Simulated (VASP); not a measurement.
# SiNi (Pnma) in VASP: single point with PBEsol

Aim: the single point of SiNi with PBEsol.

All numbers are computed with VASP 6.6.1; they aren't measurements. Logs are shortened: lines on timing, memory, paths and dates and some standing lists are left out, and cuts for length are marked.

## 1. The cell of the first run

Symmetry: Pnma, No. 62, orthorhombic system. The conventional cell has a = 5.236 Å, b = 3.379 Å, c = 5.673 Å, α = 90.00°, β = 90.00°, γ = 90.00°. Ni (site symmetry m) has 6 Si at 2.31 to 2.43 Å and 4 Ni at 2.71 to 2.72 Å within 3.0 Å. Within 3.0 Å of Si (site symmetry m) lie 6 Ni at 2.31 to 2.43 Å and 2 Si at 2.69 Å.

## 2. Single point, PBEsol

INCAR

```
  PREC = Accurate
  ENCUT = 520
  EDIFF = 1E-6
  ISMEAR = -1
  SIGMA = 0.1
  LREAL = False
  LASPH = True
  NELM = 80
  ALGO = Normal
  ISIF = 2
  LWAVE = False
  LCHARG = True
  GGA = PS
  LELF = True
  LVHAR = True
  NBANDS = 38
```

KPOINTS

```
regular mesh
0
Gamma
  7 10 6
```

POSCAR

```
SiNi
1.0
    5.2363902500      0.0000000000      0.0000000000
    0.0000000000      3.3789399600      0.0000000000
    0.0000000000      0.0000000000      5.6734731100
Ni Si
4 4
Direct
    0.0077900000      0.2500000000      0.1875200000
    0.4922100000      0.7500000000      0.6875200000
    0.5077900000      0.2500000000      0.3124800000
    0.9922100000      0.7500000000      0.8124800000
    0.3212800000      0.7500000000      0.0825000000
    0.1787200000      0.2500000000      0.5825000000
    0.8212800000      0.7500000000      0.4175000000
    0.6787200000      0.2500000000      0.9175000000
```

Potentials or basis: VASP PAW PBE potentials, release 64 (Ni, Si).

On the command line:

```bash
> cat potpaw_PBE.64/Ni/POTCAR potpaw_PBE.64/Si/POTCAR > POTCAR
> mpirun -np 1 vasp_std > vasp.out
```

OUTCAR:

```text
PREC = Accurate
   ENCUT = 520
   EDIFF = 1E-6
   ISMEAR = -1
   LREAL = False
   LASPH = True
   NELM = 80
   ISIF = 2
   GGA = PS

 ion  position               nearest neighbor table
   1  0.008  0.250  0.188-   8 2.31   7 2.35   7 2.35   6 2.41   5 2.43   5 2.43   3 2.71   3 2.71
                             4 2.72   4 2.72
   2  0.492  0.750  0.688-   7 2.31   8 2.35   8 2.35   5 2.41   6 2.43   6 2.43   4 2.71   4 2.71
                             3 2.72   3 2.72
   3  0.508  0.250  0.312-   6 2.31   5 2.35   5 2.35   8 2.41   7 2.43   7 2.43   1 2.71   1 2.71
                             2 2.72   2 2.72
   4  0.992  0.750  0.812-   5 2.31   6 2.35   6 2.35   7 2.41   8 2.43   8 2.43   2 2.71   2 2.71
                             1 2.72   1 2.72
   5  0.321  0.750  0.083-   4 2.31   3 2.35   3 2.35   2 2.41   1 2.43   1 2.43   8 2.69   8 2.69

   6  0.179  0.250  0.583-   3 2.31   4 2.35   4 2.35   1 2.41   2 2.43   2 2.43   7 2.69   7 2.69

   7  0.821  0.750  0.417-   2 2.31   1 2.35   1 2.35   4 2.41   3 2.43   3 2.43   6 2.69   6 2.69

   8  0.679  0.250  0.917-   1 2.31   2 2.35   2 2.35   3 2.41   4 2.43   4 2.43   5 2.69   5 2.69

  LATTYP: Found a simple orthorhombic cell.
 ALAT       =     3.3789399600
 B/A-ratio  =     1.5497139079
 C/A-ratio  =     1.6790689320

  Lattice vectors:

 A1 = (   0.0000000000,  -3.3789399600,   0.0000000000)
 A2 = (   5.2363902500,   0.0000000000,   0.0000000000)
 A3 = (   0.0000000000,   0.0000000000,   5.6734731100)

Analysis of symmetry for initial positions (statically):
=====================================================================
 Subroutine PRICEL returns:
 Original cell was already a primitive cell.

 Routine SETGRP: Setting up the symmetry group for a
 simple orthorhombic supercell.

 Subroutine GETGRP returns: Found  8 space group operations
 (whereof  2 operations were pure point group operations)
 out of a pool of  8 trial point group operations.

The static configuration has the point symmetry S_2 .
 The point group associated with its full space group is D_2h.

Analysis of symmetry for dynamics (positions and initial velocities):
=====================================================================
 Subroutine PRICEL returns:
 Original cell was already a primitive cell.

 Routine SETGRP: Setting up the symmetry group for a
 simple orthorhombic supercell.

 Subroutine GETGRP returns: Found  8 space group operations
 (whereof  2 operations were pure point group operations)
 out of a pool of  8 trial point group operations.

The dynamic configuration has the point symmetry S_2 .
 The point group associated with its full space group is D_2h.

 Subroutine INISYM returns: Found  8 space group operations
 (whereof  2 operations are pure point group operations),
 and found     1 'primitive' translations

----------------------------------------------------------------------------------------

                                     Primitive cell

  volume of cell :     100.3833

  direct lattice vectors                    reciprocal lattice vectors
     5.236390250  0.000000000  0.000000000     0.190971252  0.000000000  0.000000000
     0.000000000  3.378939960  0.000000000     0.000000000  0.295950805  0.000000000
     0.000000000  0.000000000  5.673473110     0.000000000  0.000000000  0.176258877

  length of vectors
     5.236390250  3.378939960  5.673473110     0.190971252  0.295950805  0.176258877

  position of ions in fractional coordinates (direct lattice)
     0.007790000  0.250000000  0.187520000
     0.492210000  0.750000000  0.687520000
     0.507790000  0.250000000  0.312480000
     0.992210000  0.750000000  0.812480000
     0.321280000  0.750000000  0.082500000
     0.178720000  0.250000000  0.582500000
     0.821280000  0.750000000  0.417500000
     0.678720000  0.250000000  0.917500000

  ion indices of the primitive-cell ions
   primitive index   ion index
                 1           1
                 2           2
                 3           3
                 4           4
                 5           5
                 6           6
                 7           7
                 8           8

----------------------------------------------------------------------------------------

 KPOINTS: regular mesh

Automatic generation of k-mesh.
 Grid dimensions read from file:
 generate k-points for:    7   10    6

 Generating k-lattice:

  Cartesian coordinates                     Fractional coordinates (reciprocal lattice)
     0.027281607  0.000000000  0.000000000     0.142857143  0.000000000  0.000000000
     0.000000000  0.029595080  0.000000000     0.000000000  0.100000000  0.000000000
     0.000000000  0.000000000  0.029376480     0.000000000  0.000000000  0.166666667

  Length of vectors
     0.027281607  0.029595080  0.029376480

  Shift w.r.t. Gamma in fractional coordinates (k-lattice)
     0.000000000  0.000000000  0.000000000

 Subroutine IBZKPT returns following result:
 ===========================================

 Found     96 irreducible k-points:

 Following reciprocal coordinates:
            Coordinates               Weight
  0.000000  0.000000  0.000000      1.000000
  0.142857  0.000000  0.000000      2.000000
  0.285714  0.000000  0.000000      2.000000
  0.428571  0.000000  0.000000      2.000000
  0.000000  0.100000  0.000000      2.000000
  0.142857  0.100000  0.000000      4.000000
[... 16 lines left out ...]
  0.285714  0.500000  0.000000      2.000000
  0.428571  0.500000  0.000000      2.000000
 [... further k-points ...]
   k-points           NKPTS =     96   k-points in BZ     NKDIM =     96   number of bands    NBANDS=     38
   number of dos      NEDOS =    301   number of ions     NIONS =      8
   total plane-waves  NPLWV =  47040
   dimension x,y,z NGX =    40 NGY =   28 NGZ =   42
   dimension x,y,z NGXF=    80 NGYF=   56 NGZF=   84
   ions per type =               4   4
   NGX,Y,Z   is equivalent  to a cutoff of  12.70, 13.78, 12.31 a.u.
   NGXF,Y,Z  is equivalent  to a cutoff of  25.40, 27.55, 24.61 a.u.
 SYSTEM =  unknown system
   PREC   = accura    normal or accurate (medium, high low for compatibility)
   ISTART =      0    job   : 0-new  1-cont  2-samecut
   ICHARG =      2    charge: 1-file 2-atom 10-const
   ISPIN  =      1    spin polarized calculation?
   LNONCOLLINEAR =      F non collinear calculations
   LSORBIT =      F    spin-orbit coupling
   LASPH  =      T    aspherical Exc in radial PAW
   ENCUT  =  520.0 eV  38.22 Ry    6.18 a.u.   9.74  6.28 10.55*2*pi/ulx,y,z
   NELM   =     80;   NELMIN=  2; NELMDL= -5     # of ELM steps
   EDIFF  = 0.1E-05   stopping-criterion for ELM
   LREAL  =      F    real-space projection
   EDIFFG = 0.1E-04   stopping-criterion for IOM
   NSW    =      0    number of steps for IOM
   IBRION =     -1    ionic relax: 0-MD 1-quasi-New 2-CG
   NFREE  =      0    steps in history (QN), initial steepest desc. (CG)
   ISIF   =      2    stress and relaxation
   ISYM   =      2    0-nonsym 1-usesym 2-fastsym
   POTIM  = 0.5000    time-step for ionic-motion
   TEBEG  =    0.0;   TEEND  =   0.0 temperature during run
   PSTRESS=    0.0 pullay stress
   NELECT =      56.0000    total number of electrons
   NUPDOWN=      -1.0000    fix difference up-down
   EMIN   =  10.00;   EMAX   =-10.00  energy-range for DOS
   EFERMI =   0.00;   METHOD = LEGACY
   ISMEAR =    -1;   SIGMA  =   0.10  broadening in eV -4-tet -1-fermi 0-gaus
   EFERMI_NEDOS =   21; number of points for ismear=-14 and -15
   IALGO  =     38    algorithm
   IMIX   =      4    mixing-type and parameters
     AMIX     =   0.40;   BMIX     =  1.00
     AMIX_MAG =   1.60;   BMIX_MAG =  1.00
  volume/ion in A,a.u.               =      12.55        84.68
  Fermi-wavevector in a.u.,A,eV,Ry     =   1.347670  2.546728 24.711111  1.816215
  Thomas-Fermi vector in A             =   2.475402
   LORBIT       =      0    0 simple, 1 ext, 2 COOP (PROOUT), +10 PAW based schemes
   GGA     = PS    functional components
   LHFCALC =     F    Hartree Fock is set to
   AEXX    =    0.0000 exact exchange contribution
   IVDW    =     0    specifies the selected vdW correction
   LEPSILON=     F    determine dielectric tensor
   LRPA    =     F    only Hartree local field effects (RPA)
 non-spin polarized calculation
  energy-cutoff  :      520.00
  volume of cell :      100.38
 maximum number of plane-waves:      2727
 NGX is ok and might be reduce to    40
   NGX = 19   NGY = 13   NGZ = 21

 number of electron      56.0000022 magnetization

 Free energy of the ion-electron system (eV)
  ---------------------------------------------------
  ext. energy  EPLUGINS =         0.00000000
  ---------------------------------------------------
  free energy    TOTEN  =       -52.11251091 eV

  energy without entropy =      -52.04423234  energy(sigma->0) =      -52.07837163

 E-fermi :   9.8005     XC(G=0): -12.1536

 val. band max:        9.7866615464   @ k =   0.2857   0.4000   0.0000
 cond. band min:       9.8023886969   @ k =   0.0000   0.3000   0.0000
 fundamental gap:      0.0157271505
 Fermi energy:         9.8004598682

 k-point     1 :       0.0000    0.0000    0.0000
  band No.  band energies     occupation
      1      -2.8886      2.00000
      2       0.3281      2.00000
      3       1.6677      2.00000
      4       2.1190      2.00000
      5       3.4796      2.00000
      6       3.9576      2.00000
[... 30 lines left out ...]
     37      16.0829      0.00000
     38      16.3696      0.00000

 k-point     2 :       0.1429    0.0000    0.0000
  band No.  band energies     occupation
      1      -2.7828      2.00000
      2       0.1138      2.00000
      3       1.7360      2.00000
      4       1.7937      2.00000
      5       3.8000      2.00000
      6       4.1254      2.00000
[... 30 lines left out ...]
     37      15.6953      0.00000
     38      16.0715      0.00000

 k-point     3 :       0.2857    0.0000    0.0000
  band No.  band energies     occupation
      1      -2.4690      2.00000
      2      -0.5193      2.00000
      3       1.6595      2.00000
      4       1.8943      2.00000
      5       3.4968      2.00000
      6       4.4315      2.00000
[... 30 lines left out ...]
     37      14.9255      0.00000
     38      16.0160      0.00000

 k-point     4 :       0.4286    0.0000    0.0000
  band No.  band energies     occupation
      1      -1.9596      2.00000
      2      -1.2840      2.00000
      3       1.8066      2.00000
      4       1.9597      2.00000
      5       3.4186      2.00000
      6       3.7939      2.00000
[... 30 lines left out ...]
     37      15.1707      0.00000
     38      15.8147      0.00000
[... 703 lines left out ...]
      4       2.2618      2.00000
      5       4.3116      2.00000
      6       4.3116      2.00000
[... 30 lines left out ...]
     37      14.0761      0.00000
     38      14.0761      0.00000

 k-point    23 :       0.2857    0.5000    0.0000
  band No.  band energies     occupation
      1       0.4915      2.00000
      2       0.4915      2.00000
      3       1.8805      2.00000
      4       1.8805      2.00000
      5       4.3729      2.00000
      6       4.3729      2.00000
[... 30 lines left out ...]
     37      15.4712      0.00000
     38      15.4712      0.00000

 k-point    24 :       0.4286    0.5000    0.0000
  band No.  band energies     occupation
      1       0.8884      2.00000
      2       0.8884      2.00000
      3       1.3801      2.00000
      4       1.3801      2.00000
      5       4.4877      2.00000
      6       4.4877      2.00000
[... 30 lines left out ...]
     37      16.7161      0.00000
     38      16.7163      0.00000

 [... further k-points ...]
[... 5 lines left out ...]
  --------------------------------------------------------------------------------------
  -------------------------------------------------------------------------------------
  Total       -6.3092931     -6.1005050     -6.1546457      0.0000000      0.0000000      0.0000000
  in kB     -100.7000767    -97.3676955    -98.2318127      0.0000000      0.0000000      0.0000000
  external PRESSURE =     -98.7665283 kB  Pullay stress =       0.0000000 kB

 VOLUME and BASIS-vectors are now :
 -----------------------------------------------------------------------------
  energy-cutoff  :      520.00
  volume of cell :      100.38
      direct lattice vectors                 reciprocal lattice vectors
     5.236390250  0.000000000  0.000000000     0.190971252  0.000000000  0.000000000
     0.000000000  3.378939960  0.000000000     0.000000000  0.295950805  0.000000000
     0.000000000  0.000000000  5.673473110     0.000000000  0.000000000  0.176258877

 POSITION                                       TOTAL-FORCE (eV/Angst)
 -----------------------------------------------------------------------------------
      0.04079      0.84473      1.06389        -0.037825     -0.000000      0.106312
      2.57740      2.53420      3.90063         0.037825      0.000000      0.106312
      2.65899      0.84473      1.77285        -0.037825      0.000000     -0.106312
      5.19560      2.53420      4.60958         0.037825     -0.000000     -0.106312
      1.68235      2.53420      0.46806        -0.105976      0.000000      0.007800
      0.93585      0.84473      3.30480         0.105976      0.000000      0.007800
      4.30054      2.53420      2.36868        -0.105976      0.000000     -0.007800
      3.55404      0.84473      5.20541         0.105976      0.000000     -0.007800
 -----------------------------------------------------------------------------------
    total drift:                                0.000000      0.000000     -0.000000

  FREE ENERGIE OF THE ION-ELECTRON SYSTEM (eV)
  ---------------------------------------------------
  free  energy   TOTEN  =       -52.1125109093 eV

  energy  without entropy=      -52.0442323413  energy(sigma->0) =      -52.07837163
```

It took 5 min on 1 thread of Intel Xeon Platinum 8259CL at 2.50GHz (Skylake/Cascade Lake), shared host; peak memory 0.4 GiB.

Results:

- Free energy: -52.1125 eV
- Pressure: -9.9 GPa
- Largest force: 0.113 eV/Å
- Band gap on the k mesh: zero (bands 28 and 29 overlap by 1.76 eV)

Forces in eV/Å, atoms in the order of the input:
```
Ni  -0.038  0.000  0.106
Ni   0.038  0.000  0.106
Ni  -0.038  0.000 -0.106
Ni   0.038  0.000 -0.106
Si  -0.106  0.000  0.008
Si   0.106  0.000  0.008
Si  -0.106  0.000 -0.008
Si   0.106  0.000 -0.008
```

Stress tensor (GPa, compression positive):
```
-10.07   0.00   0.00
  0.00  -9.74   0.00
  0.00   0.00  -9.82
```

Caveat: the cell stands under tension; the PAW data sets were made with another functional, which shifts forces and pressure a little.
